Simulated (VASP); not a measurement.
CuI: single point with HSE06

The system is CuI.

```xyz
2
Lattice="0.0000 3.0315 3.0315 3.0315 0.0000 3.0315 3.0315 3.0315 0.0000" Properties=species:S:1:pos:R:3 pbc="T T T"
Cu    1.5157    1.5157    1.5157
I     0.0000    0.0000    0.0000
```

- Program: VASP 6.6.1
- Task: single point
- Functional: HSE06
- Potentials or basis: VASP PAW PBE potentials, release 64 (Cu, I)
- Cutoff: 520 eV
- k mesh: 6 × 6 × 6
- Occupations: gaussian, width 0.01 eV
- Spin: no spin polarisation

| Property | Result |
| --- | --- |
| Pressure | 0.4 GPa |
| Band gap on the k mesh | 2.58 eV |

Levels at points of the mesh, in eV from the valence-band top:
```
           k point  band 7  band 8  band 9  band 10  band 11  band 12
(0.00, 0.00, 0.00)    0.00    0.00    0.00     2.58     6.30     6.30
(0.50, 0.00, 0.00)   -2.40   -0.83   -0.83     3.59     6.80     6.80
(0.50, 0.50, 0.00)   -2.29   -1.94   -1.94     3.88     4.26    10.86
```

Wall time 18 min on 1 thread of Intel(R) Xeon(R) 6975P-C (Granite Rapids), on a shared host, peak memory 0.31 GiB.

Caveat: the PAW data sets were made with another functional, which shifts forces and pressure a little; spin-orbit coupling is left out, which moves the levels of the heavy elements.
